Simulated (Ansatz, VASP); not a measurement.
# TiCo2 in VASP and in Ansatz

File POSCAR:

```
TiCo2
1.0
    0.0000000000      3.3520000000      3.3520000000
    3.3520000000      0.0000000000      3.3520000000
    3.3520000000      3.3520000000      0.0000000000
Ti Co
2 4
Direct
    0.5000000000      0.5000000000      0.5000000000
    0.7500000000      0.7500000000      0.7500000000
    0.1250000000      0.1250000000      0.1250000000
    0.6250000000      0.1250000000      0.1250000000
    0.1250000000      0.1250000000      0.6250000000
    0.1250000000      0.6250000000      0.1250000000
```

The input INCAR.step1:

```
SYSTEM = TiCo2
PREC     = Accurate       ! precision mode
ENCUT    = 520            ! plane-wave cutoff, eV
ISMEAR   = 0              ! smearing method
SIGMA    = 0.1            ! smearing width, eV
LREAL    = .FALSE.        ! projectors in reciprocal space
LASPH    = .TRUE.         ! aspherical terms in the spheres
NELM     = 60             ! most SCF steps
NBANDS   = 39             ! bands
GGA      = PE             ! functional
ALGO     = Normal         ! electronic algorithm
EDIFF    = 1E-4           ! SCF threshold, eV
LWAVE    = .TRUE.         ! write WAVECAR
LCHARG   = .FALSE.        ! write CHGCAR
```

INCAR.step2

```
SYSTEM = TiCo2
PREC     = Accurate       ! precision mode
ENCUT    = 520            ! plane-wave cutoff, eV
EDIFF    = 1E-6           ! SCF threshold, eV
ISMEAR   = 0              ! smearing method
SIGMA    = 0.1            ! smearing width, eV
LREAL    = .FALSE.        ! projectors in reciprocal space
LASPH    = .TRUE.         ! aspherical terms in the spheres
NELM     = 60             ! most SCF steps
ALGO     = Normal         ! electronic algorithm
ISIF     = 2              ! what is computed and relaxed
LWAVE    = .FALSE.        ! write WAVECAR
LCHARG   = .FALSE.        ! write CHGCAR
METAGGA  = R2SCAN         ! meta-GGA
LMIXTAU  = .TRUE.       
NBANDS   = 39             ! bands
ISTART   = 1
```

KPOINTS

```
regular mesh
0
G
  10 10 10
  0 0 0
```

Input for Ansatz:

```yaml
crystal:
  lattice:
    - [0.0, 3.352, 3.352]
    - [3.352, 0.0, 3.352]
    - [3.352, 3.352, 0.0]
  atoms:
    - { symbol: Ti, position: [0.5, 0.5, 0.5] }
    - { symbol: Ti, position: [0.75, 0.75, 0.75] }
    - { symbol: Co, position: [0.125, 0.125, 0.125] }
    - { symbol: Co, position: [0.625, 0.125, 0.125] }
    - { symbol: Co, position: [0.125, 0.125, 0.625] }
    - { symbol: Co, position: [0.125, 0.625, 0.125] }
basis:
  ecutwfc: 500
kpoints:
  mp_grid: { grid: [10, 10, 10] }
hamiltonian:
  xc: r2scan
scf:
  occupations: { method: gaussian, width: 0.1 }
output:
  forces: true
  stress: true
  eigenvalues: true
```

Alike in both runs: task single point; functional r2SCAN; k mesh 10 × 10 × 10; occupations gaussian, width 0.1 eV; no spin polarisation.

|  | VASP | Ansatz |
| --- | --- | --- |
| version | VASP 6.6.1 | Ansatz 0.2.0 |
| potentials or method | VASP PAW PBE potentials, release 64 (Ti_sv, Co), cutoff 520 eV | scalar-relativistic, plane waves, PAW |
| valence electrons in the cell | 60 | 92 |

|  | VASP | Ansatz | Ansatz less VASP |
| --- | --- | --- | --- |
| gap on the k mesh at the Fermi level (eV) | none | none | - |
| pressure (GPa) | -11.2 | -11.5 | -0.22 |

VASP's potentials were made for PBE, not for r2SCAN. A gap of «none» marks a metal or a gap that the smearing closes. VASP's potentials hold 60 valence electrons a cell and Ansatz's 92, so a difference there can come from the potentials and not from the codes.
